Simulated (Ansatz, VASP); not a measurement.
**LaAgO3: VASP beside Ansatz**

```xyz
5
Lattice="4.2411 0.0000 0.0000 0.0000 4.2411 0.0000 0.0000 0.0000 4.2411" Properties=species:S:1:pos:R:3 pbc="T T T"
La    2.1205    2.1205    2.1205
Ag    0.0000    0.0000    0.0000
O     2.1205    0.0000    0.0000
O     0.0000    2.1205    0.0000
O     0.0000    0.0000    2.1205
```

Alike in both runs: task single point; functional LDA; k mesh 6 × 6 × 6; occupations fermi-dirac, width 0.15 eV; no spin polarisation.

|  | VASP | Ansatz |
| --- | --- | --- |
| version | VASP 6.6.1 | Ansatz 0.2.0 |
| potentials or method | VASP PAW LDA potentials, release 64 (La, Ag, O), cutoff 520 eV | plane waves, PAW |
| valence electrons in the cell | 40 | 48 |

|  | VASP | Ansatz | Ansatz less VASP |
| --- | --- | --- | --- |
| pressure (GPa) | -21.4 | -21.4 | +0.03 |

LDA's correlation is that of Perdew and Zunger in VASP and of Perdew and Wang (1992) in Ansatz. VASP's potentials hold 40 valence electrons a cell and Ansatz's 48, so a difference there can come from the potentials and not from the codes.

Spin-orbit coupling is off throughout.
